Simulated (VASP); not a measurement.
A run of VASP 6.6.1 is set up as follows.

INCAR

```
PREC = Accurate
ENCUT = 520
EDIFF = 1E-8
ISMEAR = -1
SIGMA = 0.15
LREAL = False
LASPH = True
NELM = 80
ALGO = Normal
ISIF = 2
LWAVE = False
LCHARG = False
GGA = CA
NBANDS = 30
IBRION = 8
NSW = 1
```

File KPOINTS:

```
regular mesh
0
Gamma
  10 10 10
```

The input POSCAR:

```
InPt3
1.0
    3.9663730298      0.0000000000      0.0000000000
    0.0000000000      3.9663730298      0.0000000000
    0.0000000000      0.0000000000      3.9663730298
In Pt
1 3
Direct
    0.0000000000      0.0000000000      0.0000000000
    0.5000000000      0.5000000000      0.0000000000
    0.0000000000      0.5000000000      0.5000000000
    0.5000000000      0.0000000000      0.5000000000
```

Potentials or basis: VASP PAW LDA potentials, release 64 (In_d, Pt).

Run with:

```sh
$ cat potpaw_LDA.64/In_d/POTCAR potpaw_LDA.64/Pt/POTCAR > POTCAR
$ mpirun -np 1 vasp_std > vasp.out
```

**Question.** Predict the highest phonon frequency at Γ.

**Answer.** 192 cm⁻¹.

Phonon frequencies in cm⁻¹ (negative: imaginary):
```
              q point                                frequencies
(0.000, 0.000, 0.000)  0 0 0 106 106 106 120 120 120 192 192 192
```
